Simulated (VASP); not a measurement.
# BAs: single point with PBEsol-based global hybrid

BAs:

```
B As
1.0
     2.85949    0.00000    0.00000
     0.00000    2.85949    0.00000
     0.00000    0.00000    2.85949
B As
1 1
Cartesian
  1.4297 1.4297 1.4297
  0.0000 0.0000 0.0000
```

```
Program             : VASP 6.6.1
Task                : single point
Functional          : PBEsol-based global hybrid
Potentials or basis : VASP PAW PBE potentials, release 64 (B, As)
Cutoff              : 520 eV
k mesh              : 5 × 5 × 5
Occupations         : fermi-dirac, width 0.05 eV
Spin                : no spin polarisation
```

```
Pressure               : -0.4 GPa
Band gap on the k mesh : zero (band 4 reaches 10.31 eV, above the bottom of band 5 at 5.61 eV)
```

Levels at points of the mesh, in eV from the Fermi level:
```tsv
k point	band 2	band 3	band 4	band 5	band 6	band 7
(0.00, 0.00, 0.00)	-1.79	-1.79	-1.79	0.78	6.09	6.09
```

It took 49 s on 1 thread of Intel(R) Xeon(R) 6975P-C (Granite Rapids) (shared host), peak memory 0.14 GiB.

Caveat: the k points lie up to 0.44 Å⁻¹ apart; the PAW data sets were made with another functional, which shifts forces and pressure a little.
